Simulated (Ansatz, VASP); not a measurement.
## Two plane-wave programs on BN

The input POSCAR:

```
BN
1.0
    2.4982400000      0.0000000000      0.0000000000
   -1.2491200000      2.1635393048      0.0000000000
    0.0000000000      0.0000000000      6.6357000000
N B
2 2
Direct
    0.6666666667      0.3333333333      0.2500000000
    0.3333333333      0.6666666667      0.7500000000
    0.6666666667      0.3333333333      0.7500000000
    0.3333333333      0.6666666667      0.2500000000
```

Contents of INCAR.step1:

```
PREC     = Accurate       # precision mode
ENCUT    = 520            # plane-wave cutoff, eV
ISMEAR   = -1             # smearing method
SIGMA    = 0.05           # smearing width, eV
LREAL    = F              # projectors in reciprocal space
LASPH    = T              # aspherical terms in the spheres
NELM     = 80             # most SCF steps
NBANDS   = 16             # bands
GGA      = PE             # functional
ALGO     = Normal         # electronic algorithm
EDIFF    = 1E-4           # SCF threshold, eV
LWAVE    = T              # write WAVECAR
LCHARG   = F              # write CHGCAR
```

File INCAR.step2:

```
PREC     = Accurate       # precision mode
ENCUT    = 520            # plane-wave cutoff, eV
EDIFF    = 1E-6           # SCF threshold, eV
ISMEAR   = -1             # smearing method
SIGMA    = 0.05           # smearing width, eV
LREAL    = F              # projectors in reciprocal space
LASPH    = T              # aspherical terms in the spheres
NELM     = 80             # most SCF steps
ALGO     = Normal         # electronic algorithm
ISIF     = 2              # what is computed and relaxed
LWAVE    = F              # write WAVECAR
LCHARG   = F              # write CHGCAR
METAGGA  = R2SCAN         # meta-GGA
LMIXTAU  = T            
NBANDS   = 16             # bands
ISTART   = 1
```

KPOINTS

```
Automatic mesh
0
Gamma
  12 12 4
```

The input input.yaml:

```yaml
crystal:
  lattice:
    - [2.49824, 0.0, 0.0]
    - [-1.24912, 2.1635393048, 0.0]
    - [0.0, 0.0, 6.6357]
  atoms:
    - { symbol: "N", position: [0.6666666667, 0.3333333333, 0.25] }
    - { symbol: "N", position: [0.3333333333, 0.6666666667, 0.75] }
    - { symbol: B, position: [0.6666666667, 0.3333333333, 0.75] }
    - { symbol: B, position: [0.3333333333, 0.6666666667, 0.25] }
hamiltonian:
  xc: r2scan
  pseudopotentials: { kind: paw }
kpoints:
  mp_grid: { grid: [12, 12, 4] }
  band_path:
    path:
      - [[0.0, 0.0, 0.0], [0.5, 0.0, 0.0], [0.3333333333, 0.3333333333, 0.0], [0.0, 0.0, 0.0], [0.0, 0.0, 0.5], [0.5, 0.0, 0.5], [0.3333333333, 0.3333333333, 0.5], [0.0, 0.0, 0.5]]
      - [[0.5, 0.0, 0.5], [0.5, 0.0, 0.0]]
      - [[0.3333333333, 0.3333333333, 0.0], [0.3333333333, 0.3333333333, 0.5]]
    npoints: 14
scf:
  occupations: { method: fermi_dirac, width: 0.05 }
  n_extra_bands: 10
output:
  forces: true
  stress: true
  eigenvalues: true
  fatbands: false
```

Alike in both runs: functional r2SCAN; k mesh 12 × 12 × 4; occupations fermi-dirac, width 0.05 eV; no spin polarisation.

|  | VASP | Ansatz |
| --- | --- | --- |
| version | VASP 6.6.1 | Ansatz 0.2.0 |
| potentials or method | VASP PAW PBE potentials, release 64 (N, B) | Ansatz PAW |
| plane-wave cutoff (eV) | 520 | 500 |
| valence electrons in the cell | 16 | 16 |
| task | single point | band structure |

Ansatz gave:

```
gap on the k mesh at the Fermi level (eV)                     : 4.85
least direct gap on the mesh (eV)                             : 5.29
pressure (GPa)                                                : 1.1
traceless stress, the component that is largest in VASP (GPa) : -0.16
```

Problem. Which values does VASP return?

Solution. gap on the k mesh at the Fermi level (eV): 4.89; least direct gap on the mesh (eV): 5.32; pressure (GPa): 1.5; traceless stress, the component that is largest in VASP (GPa): -0.84.

VASP's potentials were made for PBE, not for r2SCAN.
